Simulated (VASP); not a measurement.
A run of VASP 6.6.1 is set up as follows.

Contents of POSCAR:

```
Li
1.0
   -1.7349882065      1.7349882065      1.7349882065
    1.7349882065     -1.7349882065      1.7349882065
    1.7349882065      1.7349882065     -1.7349882065
Li
1
Direct
    0.0000000000      0.0000000000      0.0000000000
```

File INCAR.step1:

```
SYSTEM = Li
  PREC = Accurate
  ENCUT = 520
  ISMEAR = -1
  SIGMA = 0.05
  LREAL = .False.
  LASPH = .True.
  NELM = 100
  NBANDS = 8
  GGA = PE
  ALGO = Normal
  EDIFF = 1E-4
  LWAVE = .True.
  LCHARG = .False.
```

The input INCAR.step2:

```
SYSTEM = Li
  PREC = Accurate
  ENCUT = 520
  EDIFF = 1E-7
  ISMEAR = -1
  SIGMA = 0.05
  LREAL = .False.
  LASPH = .True.
  NELM = 100
  ALGO = Normal
  ISIF = 2
  LWAVE = .False.
  LCHARG = .True.
  METAGGA = R2SCAN
  LMIXTAU = .True.
  IVDW = 13
  VDW_S6 = 1.0
  VDW_S8 = 0.6018749
  VDW_A1 = 0.51559235
  VDW_A2 = 5.77342911
  LELF = .True.
  LVHAR = .True.
  NBANDS = 8
  ISTART = 1
```

The input KPOINTS:

```
regular mesh
0
Gamma
  11 11 11
  0 0 0
```

Potentials or basis: VASP PAW PBE potentials, release 64 (Li_sv).

Run with:

```console
$ cat potpaw_PBE.64/Li_sv/POTCAR > POTCAR
$ cp INCAR.step1 INCAR
$ mpirun -np 1 vasp_std > vasp.out
$ cp INCAR.step2 INCAR
$ mpirun -np 1 vasp_std > vasp.out
```

Task: Predict the dispersion energy per atom.

Result: -0.007 eV.

Task: Predict the band gap on the k mesh.

Result: Zero (an odd number of electrons rules out a gap without spin polarisation).
